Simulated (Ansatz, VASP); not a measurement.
# TiGe4Mo in VASP and in Ansatz

```xyz
6
Lattice="0.0000 4.4234 4.3382 2.4674 0.0000 4.3382 2.4674 4.4234 0.0000" Properties=species:S:1:pos:R:3 pbc="T T T"
Ti    0.0000    0.0000    0.0000
Ge    2.4674    4.4234    5.7197
Ge    2.4674    4.4234    2.9567
Ge    3.7011    6.6351    5.0885
Ge    3.7011    6.6351    7.9262
Mo    1.2337    2.2117    2.1691
```

Alike in both runs: functional PBE; k mesh 4 × 4 × 4; occupations gaussian, width 0.1 eV; no spin polarisation.

Ansatz relaxed the structure, and its values are those at the end. VASP's run is a single point on that final structure, the one shown.

|  | VASP | Ansatz |
| --- | --- | --- |
| version | VASP 6.6.1 | Ansatz 0.2.0 |
| potentials or method | VASP PAW PBE potentials, release 64 (Ti_sv, Ge_d, Mo_sv), cutoff 520 eV | scalar-relativistic, plane waves, PAW |
| valence electrons in the cell | 82 | 82 |

Ansatz gave:

| Quantity | Value |
| --- | --- |
| gap on the k mesh at the Fermi level (eV) | none |
| pressure (GPa) | -0.1 |
| rms of the force components (eV/Å) | 0.008 |

**Question.** Which values does VASP return?

**Answer.** gap on the k mesh at the Fermi level (eV): none; pressure (GPa): 0.1; rms of the force components (eV/Å): 0.009.

A gap of «none» marks a metal or a gap that the smearing closes. With one functional, cell and mesh, what is left measures potentials, basis and numerics.

The k mesh is coarse, so the values compare programs but aren't converged.
